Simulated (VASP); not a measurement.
# YSb (Fm-3m) in VASP: notebook, part 2 of 2

VASP 6.6.1.

## (4) Vibrations by perturbation theory, LDA

This run uses another cell than the first one, of 27.81 Å³/atom.

INCAR reads:

```
PREC = Accurate
ENCUT = 520
EDIFF = 1E-8
ISMEAR = -1
SIGMA = 0.15
LREAL = F
LASPH = T
NELM = 100
ALGO = Normal
ISIF = 2
LWAVE = F
LCHARG = T
IBRION = 8
NSW = 1
```

KPOINTS reads:

```
Automatic mesh
0
Gamma
  12 12 12
```

POSCAR reads:

```
YSb
1.0
    0.0000000000      3.0298121474      3.0298121474
    3.0298121474      0.0000000000      3.0298121474
    3.0298121474      3.0298121474      0.0000000000
Y Sb
1 1
Direct
    0.5000000000      0.5000000000      0.5000000000
    0.0000000000      0.0000000000      0.0000000000
```

Potentials or basis: VASP PAW LDA potentials, release 64 (Y_sv, Sb).

Launch:

```
cat potpaw_LDA.64/Y_sv/POTCAR potpaw_LDA.64/Sb/POTCAR > POTCAR
mpirun -np 1 vasp_std > vasp.out
```

OUTCAR:

```text
PREC = Accurate
   ENCUT = 520
   EDIFF = 1E-8
   ISMEAR = -1
   LREAL = F
   LASPH = T
   NELM = 100
   ISIF = 2
   IBRION = 8
   NSW = 1

 ion  position               nearest neighbor table
   1  0.500  0.500  0.500-   2 3.03   2 3.03   2 3.03   2 3.03   2 3.03   2 3.03
   2  0.000  0.000  0.000-   1 3.03   1 3.03   1 3.03   1 3.03   1 3.03   1 3.03

  LATTYP: Found a face centered cubic cell.
 ALAT       =     6.0596242948

  Lattice vectors:

 A1 = (   0.0000000000,   3.0298121474,   3.0298121474)
 A2 = (   3.0298121474,   0.0000000000,   3.0298121474)
 A3 = (   3.0298121474,   3.0298121474,   0.0000000000)

Analysis of symmetry for initial positions (statically):
=====================================================================
 Subroutine PRICEL returns:
 Original cell was already a primitive cell.

 Routine SETGRP: Setting up the symmetry group for a
 face centered cubic supercell.

 Subroutine GETGRP returns: Found 48 space group operations
 (whereof 48 operations were pure point group operations)
 out of a pool of 48 trial point group operations.

The static configuration has the point symmetry O_h .

Analysis of symmetry for dynamics (positions and initial velocities):
=====================================================================
 Subroutine PRICEL returns:
 Original cell was already a primitive cell.

 Routine SETGRP: Setting up the symmetry group for a
 face centered cubic supercell.

 Subroutine GETGRP returns: Found 48 space group operations
 (whereof 48 operations were pure point group operations)
 out of a pool of 48 trial point group operations.

The dynamic configuration has the point symmetry O_h .

 Subroutine INISYM returns: Found 48 space group operations
 (whereof 48 operations are pure point group operations),
 and found     1 'primitive' translations

----------------------------------------------------------------------------------------

                                     Primitive cell

  volume of cell :      55.6259

  direct lattice vectors                    reciprocal lattice vectors
     0.000000000  3.029812147  3.029812147    -0.165026733  0.165026733  0.165026733
     3.029812147  0.000000000  3.029812147     0.165026733 -0.165026733  0.165026733
     3.029812147  3.029812147  0.000000000     0.165026733  0.165026733 -0.165026733

  length of vectors
     4.284801430  4.284801430  4.284801430     0.285834686  0.285834686  0.285834686

  position of ions in fractional coordinates (direct lattice)
     0.500000000  0.500000000  0.500000000
     0.000000000  0.000000000  0.000000000

  ion indices of the primitive-cell ions
   primitive index   ion index
                 1           1
                 2           2

[... 473 lines left out ...]
  band No.  band energies     occupation
      1     -36.9088      2.00000
      2     -17.1509      2.00000
      3     -17.0577      2.00000
      4     -17.0371      2.00000
      5      -3.0195      2.00000
      6       1.4869      2.00000
      7       3.3889      2.00000
      8       3.7059      1.99999
      9       8.0190      0.00000
     10       8.3327      0.00000
     11       8.4463      0.00000
     12      10.1554      0.00000

 [... further k-points ...]

------------------------ aborting loop because EDIFF is reached ----------------------------------------

  FORCE on cell =-STRESS in cart. coord.  units (eV):
  Direction    XX          YY          ZZ          XY          YZ          ZX
  --------------------------------------------------------------------------------------
  -------------------------------------------------------------------------------------
  Total        0.0532516      0.0532516      0.0532516      0.0000000      0.0000000      0.0000000
  in kB        1.5337896      1.5337896      1.5337896      0.0000000      0.0000000      0.0000000
  external PRESSURE =       1.5337896 kB  Pullay stress =       0.0000000 kB

 VOLUME and BASIS-vectors are now :
 -----------------------------------------------------------------------------
  energy-cutoff  :      520.00
  volume of cell :       55.63
      direct lattice vectors                 reciprocal lattice vectors
     0.000000000  3.029812147  3.029812147    -0.165026733  0.165026733  0.165026733
     3.029812147  0.000000000  3.029812147     0.165026733 -0.165026733  0.165026733
     3.029812147  3.029812147  0.000000000     0.165026733  0.165026733 -0.165026733

 POSITION                                       TOTAL-FORCE (eV/Angst)
 -----------------------------------------------------------------------------------
      3.02981      3.02981      3.02981         0.000000      0.000000     -0.000000
      0.00000      0.00000      0.00000        -0.000000     -0.000000      0.000000
 -----------------------------------------------------------------------------------
    total drift:                               -0.000000     -0.000000      0.000000

  FREE ENERGIE OF THE ION-ELECTRON SYSTEM (eV)
  ---------------------------------------------------
  free  energy   TOTEN  =       -14.2433916180 eV

  energy  without entropy=      -14.2165993562  energy(sigma->0) =      -14.22999549

[... ionic steps 2 to 3 ...]

--------------------------------------- Ionic step        4  -------------------------------------------

------------------------ aborting loop because EDIFF is reached ----------------------------------------

[... ionic steps 5 to 6 ...]

--------------------------------------- Ionic step        7  -------------------------------------------

 Free energy of the ion-electron system (eV)
  ---------------------------------------------------
  ---------------------------------------------------
  free energy    TOTEN  =        -0.02911790 eV

  energy without entropy =       -0.02911789

------------------------ aborting loop because EDIFF is reached ----------------------------------------

 INTERNAL STRAIN TENSOR  FOR ION    2  DIRECTION 1   (eV/Angst):
 -----------------------------------------------------------------------------
    -0.01481  0.00000 -0.00000
    -0.00000  0.00796  0.00000
    -0.00000  0.00000  0.00796

 INTERNAL STRAIN TENSOR FOR ION    2 for displacements in x,y,z  (eV/Angst):
          X           Y           Z          XY          YZ          ZX
  --------------------------------------------------------------------------------
  x     0.00000     0.00000     0.00000     0.00000     0.00000     0.00000
  y     0.00000     0.00000     0.00000     0.00000     0.00000     0.00000
  z     0.00000     0.00000     0.00000     0.00000     0.00000     0.00000

 SECOND DERIVATIVES (NOT SYMMETRIZED)
 ------------------------------------
               1X          1Y          1Z          2X          2Y          2Z
  1X    -5.829589    0.000000    0.000000    5.829589    0.000000    0.000000
  1Y     0.000000   -5.829589    0.000000    0.000000    5.829589    0.000000
  1Z     0.000000    0.000000   -5.829589    0.000000    0.000000    5.829589
  2X     5.795350    0.000000    0.000000   -5.795350    0.000000    0.000000
  2Y     0.000000    5.795350    0.000000    0.000000   -5.795350    0.000000
  2Z     0.000000    0.000000    5.795350    0.000000    0.000000   -5.795350

 Eigenvectors and eigenvalues of the dynamical matrix
 ----------------------------------------------------

   1 f  =    5.259181 THz    33.044408 2PiTHz  175.427391 cm-1    21.750215 meV
             X         Y         Z           dx          dy          dz
      3.029812  3.029812  3.029812     0.248277    0.719549    0.000000
      0.000000  0.000000  0.000000    -0.211538   -0.613074   -0.000000
[... 21 lines left out ...]
   6 f/i=    0.007647 THz     0.048045 2PiTHz    0.255063 cm-1     0.031624 meV
             X         Y         Z           dx          dy          dz
      3.029812  3.029812  3.029812    -0.418013   -0.231944    0.438264
      0.000000  0.000000  0.000000    -0.490611   -0.272227    0.514379

--------------------------------------------------------------------------------------------------------

 ELASTIC MODULI CONTR FROM IONIC RELAXATION (kBar)
 Direction    XX          YY          ZZ          XY          YZ          ZX
 --------------------------------------------------------------------------------
 XX           0.0000      0.0000      0.0000      0.0000      0.0000      0.0000
 YY           0.0000      0.0000      0.0000      0.0000      0.0000      0.0000
 ZZ           0.0000      0.0000      0.0000      0.0000      0.0000      0.0000
 XY           0.0000      0.0000      0.0000      0.0000      0.0000      0.0000
 YZ           0.0000      0.0000      0.0000      0.0000      0.0000      0.0000
 ZX           0.0000      0.0000      0.0000      0.0000      0.0000      0.0000
 --------------------------------------------------------------------------------
```

OSZICAR:

```text
N       E                     dE             d eps       ncg     rms          rms(c)
DAV:   1     0.582325577543E+02    0.58233E+02   -0.71338E+03  1728   0.116E+03
DAV:   2    -0.102923776837E+02   -0.68525E+02   -0.64864E+02  2120   0.245E+02
DAV:   3    -0.148524820840E+02   -0.45601E+01   -0.44956E+01  3100   0.467E+01
DAV:   4    -0.150067367216E+02   -0.15425E+00   -0.15398E+00  2284   0.715E+00
[... 66 lines left out ...]
RMM:  13    -0.291178611651E-01    0.60964E-07   -0.10953E-07  9292   0.106E-04    0.287E-05
RMM:  14    -0.291178764897E-01   -0.15325E-07   -0.90631E-08  9377   0.696E-05    0.134E-05
RMM:  15    -0.291178932388E-01   -0.16749E-07   -0.52004E-08  9613   0.489E-05    0.191E-06
RMM:  16    -0.291178952845E-01   -0.20457E-08   -0.46285E-08  9082   0.366E-05    0.427E-06
 Linear response finished
```

Run time: 14 min. Hardware: 1 thread of Intel Xeon 8259CL, shared host; peak memory 0.41 GiB.

What came out:

```yaml
Highest_phonon_frequency_at_Γ: 175 cm⁻¹
```

Phonon frequencies in cm⁻¹ (negative: imaginary):
```tsv
q point	frequencies
(0.000, 0.000, 0.000)	0 0 0 175 175 175
```

Caveat: spin-orbit coupling is left out, which moves the levels of the heavy elements.
